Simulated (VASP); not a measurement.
Here is a VASP 6.6.1 calculation.

INCAR

```
PREC     = Accurate       # precision mode
ENCUT    = 520            # plane-wave cutoff, eV
EDIFF    = 1E-6           # SCF threshold, eV
ISMEAR   = 0              # smearing method
SIGMA    = 0.15           # smearing width, eV
LREAL    = False          # projectors in reciprocal space
LASPH    = True           # aspherical terms in the spheres
NELM     = 100            # most SCF steps
ALGO     = Normal         # electronic algorithm
ISIF     = 2              # what is computed and relaxed
LWAVE    = False          # write WAVECAR
LCHARG   = False          # write CHGCAR
GGA      = PS             # functional
NBANDS   = 10             # bands
```

The input KPOINTS:

```
Automatic mesh
0
Gamma
  20 20 20
```

POSCAR

```
Os
1.0
    0.0000000000      1.8866500000      2.0033500000
    1.8866500000      0.0000000000      2.0033500000
    1.8866500000      1.8866500000      0.0000000000
Os
1
Direct
    0.0000000000      0.0000000000      0.0000000000
```

Potentials or basis: VASP PAW PBE potentials, release 64 (Os).

Command:

```bash
$ cat potpaw_PBE.64/Os/POTCAR > POTCAR
$ mpirun -np 1 vasp_std > vasp.out
```

(1) Predict the pressure.

(2) Estimate the band gap on the k mesh.

Results:

(1) -8.0 GPa.

(2) zero (bands 4 and 5 overlap by 4.30 eV).

Caveat: the cell differs from its parent crystal (strain -0.030 along x and y, +0.030 along z); the cell stands under tension; the PAW data sets were made with another functional, which shifts forces and pressure a little; spin-orbit coupling is left out, which moves the levels of the heavy elements.
